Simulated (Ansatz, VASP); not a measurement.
## V: VASP beside Ansatz

```xyz
2
Lattice="2.6149 0.0000 0.0000 -1.3074 2.2645 0.0000 0.0000 0.0000 4.2361" Properties=species:S:1:pos:R:3 pbc="T T T"
V     0.0000    1.5097    1.0590
V     1.3074    0.7548    3.1771
```

Alike in both runs: task relaxation of cell and atoms; functional LDA; k mesh 18 × 18 × 10; occupations fermi-dirac, width 0.08 eV; no spin polarisation.

|  | VASP | Ansatz |
| --- | --- | --- |
| version | VASP 6.6.1 | Ansatz 0.2.0 |
| potentials or method | VASP PAW LDA potentials, release 64 (V_sv) | PAW with Ansatz's default frozen-core files, scalar-relativistic |
| plane-wave cutoff (eV) | 600 | 420 |
| valence electrons in the cell | 26 | 26 |

|  | VASP | Ansatz | Ansatz less VASP |
| --- | --- | --- | --- |
| relaxed volume (Å³/atom) | 12.93 | 12.90 | -0.035 |
| relaxed cell length with the largest relative difference (Å) | 4.630 | 4.625 | -0.0048 |

LDA's correlation is that of Perdew and Zunger in VASP and of Perdew and Wang (1992) in Ansatz.
